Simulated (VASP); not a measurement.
Set up this calculation in VASP 6.6.1, as the native input.

```
Task                   : relaxation of cell and atoms
Functional             : PBE
Potentials or basis    : VASP PAW PBE potentials, release 64 (Pt, S)
Cutoff                 : 600 eV
k mesh                 : 9 × 9 × 5
Occupations            : fermi-dirac, width 0.05 eV
Spin                   : no spin polarisation
Target pressure        : 30 GPa
Dipole correction      : no
Further INCAR settings : ALGO = Normal; EDIFF = 1e-06; IBRION = 2; EDIFFG = -0.01; NSW = 60; ISIF = 3
```

The structure of PtS2 lies in POSCAR:

```
PtS2
1.0
    3.5432000000      0.0000000000      0.0000000000
   -1.7716000000      3.0685012107      0.0000000000
    0.0000000000      0.0000000000      5.0388000000
Pt S
1 2
Direct
    0.0000000000      0.0000000000      0.0000000000
    0.6666666667      0.3333333333      0.7730000000
    0.3333333333      0.6666666667      0.2270000000
```

The input as run:

INCAR

```
ALGO     = Normal         # electronic algorithm
EDIFF    = 1E-6           # SCF threshold, eV
EDIFFG   = -0.01          # ionic threshold
ENCUT    = 600            # plane-wave cutoff, eV
GGA      = PE             # functional
IBRION   = 2              # ionic algorithm
ISIF     = 3              # what is computed and relaxed
ISMEAR   = -1             # smearing method
LASPH    = T              # aspherical terms in the spheres
LCHARG   = F              # write CHGCAR
LREAL    = F              # projectors in reciprocal space
LWAVE    = F              # write WAVECAR
NELM     = 80             # most SCF steps
NSW      = 60             # ionic steps
PREC     = Accurate       # precision mode
PSTRESS  = 300.0        
SIGMA    = 0.05           # smearing width, eV
```

KPOINTS

```
k-points
0
Gamma
  9 9 5
```

Potentials or basis: VASP PAW PBE potentials, release 64 (Pt, S).

Command:

```console
$ cat potpaw_PBE.64/Pt/POTCAR potpaw_PBE.64/S/POTCAR > POTCAR
$ mpirun -np 1 vasp_std > vasp.out
```

It gave:

The relaxed volume is 14.04 Å³/atom and the relaxed cell is a = 3.477 Å, b = 3.477 Å, c = 4.025 Å, α = 90.00°, β = 90.00°, γ = 120.00°. The space group after relaxing (to 0.05 Å) is P-3m1 (No. 164) and the energy change on relaxing (the enthalpy is what falls) is +266.7 meV/atom. The ionic steps are 18, the pressure after relaxing is 30.0 GPa and the band gap on the k mesh is zero (band 11 reaches 11.29 eV, above the bottom of band 12 at 10.81 eV).

Caveat: the cell is relaxed towards a set pressure, so the enthalpy falls and the energy may rise; the volume moved by over 15 % at a fixed basis, so the end points are rough; spin-orbit coupling is left out, which moves the levels of the heavy elements.

It took 6.7 min on 1 thread of Intel(R) Xeon(R) Platinum 8488C (Sapphire Rapids), with other jobs on the host, peak memory 0.22 GiB.
